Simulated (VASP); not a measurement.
**Na27SCl26 (a cell with a defect): single point with PBE**

Na27SCl26 (a cell with a defect):

```xyz
54
Lattice="8.5800 0.0000 0.0000 0.0000 8.5800 0.0000 0.0000 0.0000 8.5800" Properties=species:S:1:pos:R:3 pbc="T T T"
Na    0.0213    0.0213    0.0213
Na    0.0213    0.0213    2.8387
Na    0.0032    0.0032    5.7200
Na    0.0213    2.8387    0.0213
Na    0.0213    2.8387    2.8387
Na    0.0032    2.8568    5.7200
Na    0.0032    5.7200    0.0032
Na    0.0032    5.7200    2.8568
Na    0.0058    5.7200    5.7200
Na    2.8387    0.0213    0.0213
Na    2.8387    0.0213    2.8387
Na    2.8568    0.0032    5.7200
Na    2.8387    2.8387    0.0213
Na    2.8387    2.8387    2.8387
Na    2.8568    2.8568    5.7200
Na    2.8568    5.7200    0.0032
Na    2.8568    5.7200    2.8568
Na    2.8542    5.7200    5.7200
Na    5.7200    0.0032    0.0032
Na    5.7200    0.0032    2.8568
Na    5.7200    0.0058    5.7200
Na    5.7200    2.8568    0.0032
Na    5.7200    2.8568    2.8568
Na    5.7200    2.8542    5.7200
Na    5.7200    5.7200    0.0058
Na    5.7200    5.7200    2.8542
Na    5.7200    5.7200    5.7200
S     1.4300    1.4300    1.4300
Cl    1.4300    1.4300    4.3272
Cl    1.4300    1.4300    7.1128
Cl    1.4300    4.3272    1.4300
Cl    1.4300    4.2880    4.2880
Cl    1.4300    4.2880    7.1520
Cl    1.4300    7.1128    1.4300
Cl    1.4300    7.1520    4.2880
Cl    1.4300    7.1520    7.1520
Cl    4.3272    1.4300    1.4300
Cl    4.2880    1.4300    4.2880
Cl    4.2880    1.4300    7.1520
Cl    4.2880    4.2880    1.4300
Cl    4.2876    4.2876    4.2876
Cl    4.2876    4.2876    7.1524
Cl    4.2880    7.1520    1.4300
Cl    4.2876    7.1524    4.2876
Cl    4.2876    7.1524    7.1524
Cl    7.1128    1.4300    1.4300
Cl    7.1520    1.4300    4.2880
Cl    7.1520    1.4300    7.1520
Cl    7.1520    4.2880    1.4300
Cl    7.1524    4.2876    4.2876
Cl    7.1524    4.2876    7.1524
Cl    7.1520    7.1520    1.4300
Cl    7.1524    7.1524    4.2876
Cl    7.1524    7.1524    7.1524
```

```
Program             : VASP 6.6.1
Task                : single point
Functional          : PBE
Potentials or basis : VASP PAW PBE potentials, release 64 (Na_pv, S, Cl)
Cutoff              : 400 eV
k mesh              : 2 × 2 × 2
Occupations         : fermi-dirac, width 0.01 eV
Spin                : no spin polarisation
```

```
Largest force : 0.017 eV/Å
```

Forces on the atoms (eV/Å):
```
Na  -0.003 -0.003 -0.003
Na  -0.003 -0.003  0.003
Na  -0.012 -0.012  0.000
Na  -0.003  0.003 -0.003
Na  -0.003  0.003  0.003
Na  -0.012  0.012  0.000
Na  -0.012  0.000 -0.012
Na  -0.012  0.000  0.012
Na   0.000  0.000  0.000
Na   0.003 -0.003 -0.003
Na   0.003 -0.003  0.003
Na   0.012 -0.012  0.000
Na   0.003  0.003 -0.003
Na   0.003  0.003  0.003
Na   0.012  0.012  0.000
Na   0.012  0.000 -0.012
Na   0.012  0.000  0.012
Na   0.000  0.000  0.000
Na   0.000 -0.012 -0.012
Na   0.000 -0.012  0.012
Na   0.000  0.000  0.000
Na   0.000  0.012 -0.012
Na   0.000  0.012  0.012
Na   0.000  0.000  0.000
Na   0.000  0.000  0.000
Na   0.000  0.000  0.000
Na   0.000  0.000  0.000
S    0.000  0.000  0.000
Cl   0.000  0.000 -0.012
Cl   0.000  0.000  0.012
Cl   0.000 -0.012  0.000
Cl   0.000  0.006  0.006
Cl   0.000  0.006 -0.006
Cl   0.000  0.012  0.000
Cl   0.000 -0.006  0.006
Cl   0.000 -0.006 -0.006
Cl  -0.012  0.000  0.000
Cl   0.006  0.000  0.006
Cl   0.006  0.000 -0.006
Cl   0.006  0.006  0.000
Cl   0.003  0.003  0.003
Cl   0.003  0.003 -0.003
Cl   0.006 -0.006  0.000
Cl   0.003 -0.003  0.003
Cl   0.003 -0.003 -0.003
Cl   0.012  0.000  0.000
Cl  -0.006  0.000  0.006
Cl  -0.006  0.000 -0.006
Cl  -0.006  0.006  0.000
Cl  -0.003  0.003  0.003
Cl  -0.003  0.003 -0.003
Cl  -0.006 -0.006  0.000
Cl  -0.003 -0.003  0.003
Cl  -0.003 -0.003 -0.003
```

Levels at points of the mesh, in eV from the Fermi level:
```tsv
k point	band 185	band 186	band 187	band 188	band 189	band 190	band 191	band 192	band 193	band 194
(0.00, 0.00, 0.00)	-2.60	-2.60	-0.33	-0.33	-0.33	4.40	4.40	4.40	4.44	4.44
(0.50, 0.00, 0.00)	-2.52	-2.50	-1.23	-0.31	-0.31	3.32	3.36	3.51	3.51	4.34
(0.50, 0.50, 0.00)	-2.75	-2.40	-1.21	-1.21	-0.29	2.16	3.40	3.59	3.59	3.71
(0.50, 0.50, 0.50)	-3.60	-3.24	-1.19	-1.19	-1.19	2.45	2.45	2.45	2.72	2.72
```

It took 19 min on 1 thread of Intel Xeon 8259CL (shared host), peak memory 0.58 GiB.

Caveat: the cell carries a net charge on a neutralising background, which shifts energy and pressure; the cell is charged against a uniform background, so pressure and absolute levels hang on convention.
